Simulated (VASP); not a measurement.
# Cd (P-3m1) in VASP: single point with PBEsol

Aim: the single point of Cd with PBEsol.

Program: VASP 6.6.1. These are calculated values, not measurements. Logs are shortened: lines on timing, memory, paths and dates and some standing lists are left out, and cuts for length are marked.

## Step 1: The cell of the first run

Symmetry: P-3m1, No. 164, trigonal system. The conventional cell has a = 3.284 Å, b = 3.284 Å, c = 10.450 Å, α = 90.00°, β = 90.00°, γ = 120.00°. Within 4.3 Å of Cd (site symmetry -3m) lie 12 Cd at 3.28 to 3.40 Å. Cd (site symmetry 3m) has 12 Cd at 3.06 to 3.40 Å within 4.0 Å. Cd (site symmetry -3m) has 12 Cd at 3.06 to 3.28 Å within 4.0 Å.

## Step 2: Single point, PBEsol (strained and its atoms moved)

INCAR

```
SYSTEM = Cd
PREC = Accurate
ENCUT = 520
EDIFF = 1E-7
ISMEAR = 0
SIGMA = 0.1
LREAL = .FALSE.
LASPH = .TRUE.
NELM = 100
ALGO = Fast
ISIF = 2
LWAVE = .FALSE.
LCHARG = .FALSE.
GGA = PS
NBANDS = 32
```

KPOINTS

```
Automatic mesh
0
G
  15 15 4
  0 0 0
```

POSCAR

```
Cd
1.0
    3.2844975935      0.0000000000      0.0000000000
   -1.6422487967      2.8444583546      0.0000000000
    0.0000000000      0.0000000000     10.4504510529
Cd
4
Direct
    0.0000000000      0.0000000000      0.0000000000
    0.3333333300      0.6666666700      0.2703372049
    0.0000000000      0.0000000000      0.5000000000
    0.6666666700      0.3333333300      0.7296627951
```

Potentials or basis: VASP PAW PBE potentials, release 64 (Cd).

Launch:

```
$ cat potpaw_PBE.64/Cd/POTCAR > POTCAR
$ mpirun -np 1 vasp_std > vasp.out
```

OUTCAR:

```text
SYSTEM = Cd
   PREC = Accurate
   ENCUT = 520
   EDIFF = 1E-7
   ISMEAR = 0
   LREAL = .FALSE.
   LASPH = .TRUE.
   NELM = 100
   ISIF = 2
   GGA = PS

 ion  position               nearest neighbor table
   1  0.000  0.000  0.000-   2 3.40   4 3.40   2 3.40   4 3.40   4 3.40   2 3.40
   2  0.333  0.667  0.270-   3 3.06   3 3.06   3 3.06   1 3.40   1 3.40   1 3.40
   3  0.000  0.000  0.500-   2 3.06   4 3.06   2 3.06   4 3.06   4 3.06   2 3.06
   4  0.667  0.333  0.730-   3 3.06   3 3.06   3 3.06   1 3.40   1 3.40   1 3.40

  LATTYP: Found a hexagonal cell.
 ALAT       =     3.2844975935
 C/A-ratio  =     3.1817502542

  Lattice vectors:

 A1 = (   3.2844975935,   0.0000000000,   0.0000000000)
 A2 = (  -1.6422487967,   2.8444583546,   0.0000000000)
 A3 = (   0.0000000000,   0.0000000000,  10.4504510529)

Analysis of symmetry for initial positions (statically):
=====================================================================
 Subroutine PRICEL returns:
 Original cell was already a primitive cell.

 Routine SETGRP: Setting up the symmetry group for a
 hexagonal supercell.

 Subroutine GETGRP returns: Found 12 space group operations
 (whereof 12 operations were pure point group operations)
 out of a pool of 24 trial point group operations.

The static configuration has the point symmetry D_3d.

Analysis of symmetry for dynamics (positions and initial velocities):
=====================================================================
 Subroutine PRICEL returns:
 Original cell was already a primitive cell.

 Routine SETGRP: Setting up the symmetry group for a
 hexagonal supercell.

 Subroutine GETGRP returns: Found 12 space group operations
 (whereof 12 operations were pure point group operations)
 out of a pool of 24 trial point group operations.

The dynamic configuration has the point symmetry D_3d.

 Subroutine INISYM returns: Found 12 space group operations
 (whereof 12 operations are pure point group operations),
 and found     1 'primitive' translations

----------------------------------------------------------------------------------------

                                     Primitive cell

  volume of cell :      97.6346

  direct lattice vectors                    reciprocal lattice vectors
     3.284497593  0.000000000  0.000000000     0.304460567  0.175780390  0.000000000
    -1.642248797  2.844458355  0.000000000     0.000000000  0.351560781  0.000000000
     0.000000000  0.000000000 10.450451053     0.000000000  0.000000000  0.095689650

  length of vectors
     3.284497593  3.284497593 10.450451053     0.351560781  0.351560781  0.095689650

  position of ions in fractional coordinates (direct lattice)
     0.000000000  0.000000000  0.000000000
     0.333333330  0.666666670  0.270337205
     0.000000000  0.000000000  0.500000000
     0.666666670  0.333333330  0.729662795

  ion indices of the primitive-cell ions
   primitive index   ion index
                 1           1
                 2           2
                 3           3
                 4           4

----------------------------------------------------------------------------------------

 KPOINTS: Automatic mesh

Automatic generation of k-mesh.
 Grid dimensions read from file:
 generate k-points for:   15   15    4

 Generating k-lattice:

  Cartesian coordinates                     Fractional coordinates (reciprocal lattice)
     0.020297371  0.011718693  0.000000000     0.066666667  0.000000000  0.000000000
     0.000000000  0.023437385  0.000000000     0.000000000  0.066666667  0.000000000
     0.000000000  0.000000000  0.023922412     0.000000000  0.000000000  0.250000000

  Length of vectors
     0.023437385  0.023437385  0.023922412

  Shift w.r.t. Gamma in fractional coordinates (k-lattice)
     0.000000000  0.000000000  0.000000000

 Subroutine IBZKPT returns following result:
 ===========================================

 Found    100 irreducible k-points:

 Following reciprocal coordinates:
            Coordinates               Weight
  0.000000  0.000000  0.000000      1.000000
  0.066667  0.000000  0.000000      6.000000
  0.133333  0.000000  0.000000      6.000000
  0.200000 -0.000000  0.000000      6.000000
  0.266667  0.000000  0.000000      6.000000
  0.333333  0.000000  0.000000      6.000000
[... 16 lines left out ...]
  0.333333  0.200000  0.000000     12.000000
  0.400000  0.200000  0.000000      6.000000
 [... further k-points ...]
   k-points           NKPTS =    100   k-points in BZ     NKDIM =    100   number of bands    NBANDS=     32
   number of dos      NEDOS =    301   number of ions     NIONS =      4
   total plane-waves  NPLWV =  46080
   dimension x,y,z NGX =    24 NGY =   24 NGZ =   80
   dimension x,y,z NGXF=    48 NGYF=   48 NGZF=  160
   ions per type =               4
   NGX,Y,Z   is equivalent  to a cutoff of  12.15, 12.15, 12.73 a.u.
   NGXF,Y,Z  is equivalent  to a cutoff of  24.30, 24.30, 25.45 a.u.
 SYSTEM =  Cd
   PREC   = accura    normal or accurate (medium, high low for compatibility)
   ISTART =      0    job   : 0-new  1-cont  2-samecut
   ICHARG =      2    charge: 1-file 2-atom 10-const
   ISPIN  =      1    spin polarized calculation?
   LNONCOLLINEAR =      F non collinear calculations
   LSORBIT =      F    spin-orbit coupling
   LASPH  =      T    aspherical Exc in radial PAW
   ENCUT  =  520.0 eV  38.22 Ry    6.18 a.u.   6.11  6.11 19.43*2*pi/ulx,y,z
   NELM   =    100;   NELMIN=  2; NELMDL= -5     # of ELM steps
   EDIFF  = 0.1E-06   stopping-criterion for ELM
   LREAL  =      F    real-space projection
   EDIFFG = 0.1E-05   stopping-criterion for IOM
   NSW    =      0    number of steps for IOM
   IBRION =     -1    ionic relax: 0-MD 1-quasi-New 2-CG
   NFREE  =      0    steps in history (QN), initial steepest desc. (CG)
   ISIF   =      2    stress and relaxation
   ISYM   =      2    0-nonsym 1-usesym 2-fastsym
   POTIM  = 0.5000    time-step for ionic-motion
   TEBEG  =    0.0;   TEEND  =   0.0 temperature during run
   PSTRESS=    0.0 pullay stress
   NELECT =      48.0000    total number of electrons
   NUPDOWN=      -1.0000    fix difference up-down
   EMIN   =  10.00;   EMAX   =-10.00  energy-range for DOS
   EFERMI =   0.00;   METHOD = LEGACY
   ISMEAR =     0;   SIGMA  =   0.10  broadening in eV -4-tet -1-fermi 0-gaus
   EFERMI_NEDOS =   21; number of points for ismear=-14 and -15
   IALGO  =     68    algorithm
   IMIX   =      4    mixing-type and parameters
     AMIX     =   0.40;   BMIX     =  1.00
     AMIX_MAG =   1.60;   BMIX_MAG =  1.00
  volume/ion in A,a.u.               =      24.41       164.72
  Fermi-wavevector in a.u.,A,eV,Ry     =   1.292074  2.441666 22.714317  1.669455
  Thomas-Fermi vector in A             =   2.423805
   LORBIT       =      0    0 simple, 1 ext, 2 COOP (PROOUT), +10 PAW based schemes
   GGA     = PS    functional components
   LHFCALC =     F    Hartree Fock is set to
   AEXX    =    0.0000 exact exchange contribution
   IVDW    =     0    specifies the selected vdW correction
   LEPSILON=     F    determine dielectric tensor
   LRPA    =     F    only Hartree local field effects (RPA)
 non-spin polarized calculation
 RMM-DIIS sequential band-by-band and
 Gauss-broadening in eV      SIGMA  =   0.10
  energy-cutoff  :      520.00
  volume of cell :       97.63
 maximum number of plane-waves:      2670
   NGX = 13   NGY = 13   NGZ = 39

 number of electron      48.0000023 magnetization

 Free energy of the ion-electron system (eV)
  ---------------------------------------------------
  ext. energy  EPLUGINS =         0.00000000
  ---------------------------------------------------
  free energy    TOTEN  =        -4.38059430 eV

  energy without entropy =       -4.37255876  energy(sigma->0) =       -4.37657653

 E-fermi :   1.9345     XC(G=0): -10.5703

 val. band max:        1.9229963505   @ k =   0.4667  -0.0000   0.5000
 cond. band min:       1.9441669651   @ k =   0.3333   0.1333   0.2500
 fundamental gap:      0.0211706146
 Fermi energy:         1.9345448319

 k-point     1 :       0.0000    0.0000    0.0000
  band No.  band energies     occupation
      1      -7.4194      2.00000
      2      -7.0924      2.00000
      3      -7.0924      2.00000
      4      -7.0910      2.00000
      5      -7.0184      2.00000
      6      -7.0184      2.00000
[... 24 lines left out ...]
     31      13.9478      0.00000
     32      14.1844      0.00000

 k-point     2 :       0.0667    0.0000    0.0000
  band No.  band energies     occupation
      1      -7.3974      2.00000
      2      -7.1375      2.00000
      3      -7.0796      2.00000
      4      -7.0396      2.00000
      5      -7.0294      2.00000
      6      -6.9988      2.00000
[... 24 lines left out ...]
     31      13.1446      0.00000
     32      13.7179      0.00000

 k-point     3 :       0.1333    0.0000    0.0000
  band No.  band energies     occupation
      1      -7.3490      2.00000
      2      -7.1863      2.00000
      3      -7.0697      2.00000
      4      -7.0522      2.00000
      5      -6.9897      2.00000
      6      -6.9407      2.00000
[... 24 lines left out ...]
     31      11.2230      0.00000
     32      12.9198      0.00000

 k-point     4 :       0.2000   -0.0000    0.0000
  band No.  band energies     occupation
      1      -7.3381      2.00000
      2      -7.2282      2.00000
      3      -7.1273      2.00000
      4      -7.0353      2.00000
      5      -7.0082      2.00000
      6      -6.9373      2.00000
[... 24 lines left out ...]
     31      10.2243      0.00000
     32      12.0910      0.00000

 k-point     5 :       0.2667    0.0000    0.0000
  band No.  band energies     occupation
      1      -7.3916      2.00000
      2      -7.2807      2.00000
      3      -7.2136      2.00000
      4      -7.0582      2.00000
      5      -7.0425      2.00000
      6      -6.9711      2.00000
[... 584 lines left out ...]
     31       7.1876      0.00000
     32       9.9593      0.00000

 k-point    22 :       0.2667    0.2000    0.0000
  band No.  band energies     occupation
      1      -7.3885      2.00000
      2      -7.3230      2.00000
      3      -7.2507      2.00000
      4      -7.1788      2.00000
      5      -6.9938      2.00000
      6      -6.9834      2.00000
[... 24 lines left out ...]
     31       6.4304      0.00000
     32       8.8628      0.00000

 k-point    23 :       0.3333    0.2000    0.0000
  band No.  band energies     occupation
      1      -7.4284      2.00000
      2      -7.3126      2.00000
      3      -7.2807      2.00000
      4      -7.2191      2.00000
      5      -7.0018      2.00000
      6      -6.9634      2.00000
[... 24 lines left out ...]
     31       6.1299      0.00000
     32       7.2843      0.00000

 k-point    24 :       0.4000    0.2000    0.0000
  band No.  band energies     occupation
      1      -7.4435      2.00000
      2      -7.3042      2.00000
      3      -7.2841      2.00000
      4      -7.2474      2.00000
      5      -7.0051      2.00000
      6      -6.9352      2.00000
[... 24 lines left out ...]
     31       6.0680      0.00000
     32       6.2811      0.00000

 [... further k-points ...]
[... 5 lines left out ...]
  --------------------------------------------------------------------------------------
  -------------------------------------------------------------------------------------
  Total       -3.0286231     -3.0286231     -2.7756893     -0.0000000      0.0000000      0.0000000
  in kB      -49.6995257    -49.6995257    -45.5488979     -0.0000000      0.0000000      0.0000000
  external PRESSURE =     -48.3159831 kB  Pullay stress =       0.0000000 kB

 VOLUME and BASIS-vectors are now :
 -----------------------------------------------------------------------------
  energy-cutoff  :      520.00
  volume of cell :       97.63
      direct lattice vectors                 reciprocal lattice vectors
     3.284497593  0.000000000  0.000000000     0.304460567  0.175780390  0.000000000
    -1.642248797  2.844458355  0.000000000     0.000000000  0.351560781  0.000000000
     0.000000000  0.000000000 10.450451053     0.000000000  0.000000000  0.095689650

 POSITION                                       TOTAL-FORCE (eV/Angst)
 -----------------------------------------------------------------------------------
      0.00000      0.00000      0.00000         0.000000      0.000000      0.000000
     -0.00000      1.89631      2.82515        -0.000000      0.000000     -0.350093
      0.00000      0.00000      5.22523        -0.000000      0.000000      0.000000
      1.64225      0.94815      7.62531         0.000000     -0.000000      0.350093
 -----------------------------------------------------------------------------------
    total drift:                               -0.000000     -0.000000      0.000000

  FREE ENERGIE OF THE ION-ELECTRON SYSTEM (eV)
  ---------------------------------------------------
  free  energy   TOTEN  =        -4.3805942999 eV

  energy  without entropy=       -4.3725587617  energy(sigma->0) =       -4.37657653
```

Wall time 3 min (1 thread of Intel Xeon 6975P-C, shared host); peak memory 0.36 GiB.

What came out:

| Property | Result |
| --- | --- |
| Free energy | -4.3806 eV |
| Pressure | -4.8 GPa |
| Largest force | 0.350 eV/Å |
| Band gap on the k mesh | zero (band 24 reaches 2.99 eV, above the bottom of band 25 at 0.68 eV) |

Forces in eV/Å, atoms in the order of the input:
```
Cd   0.000  0.000  0.000
Cd   0.000  0.000 -0.350
Cd   0.000  0.000  0.000
Cd   0.000  0.000  0.350
```

Caveat: the cell differs from its parent crystal (strained and its atoms moved); the PAW data sets were made with another functional, which shifts forces and pressure a little.
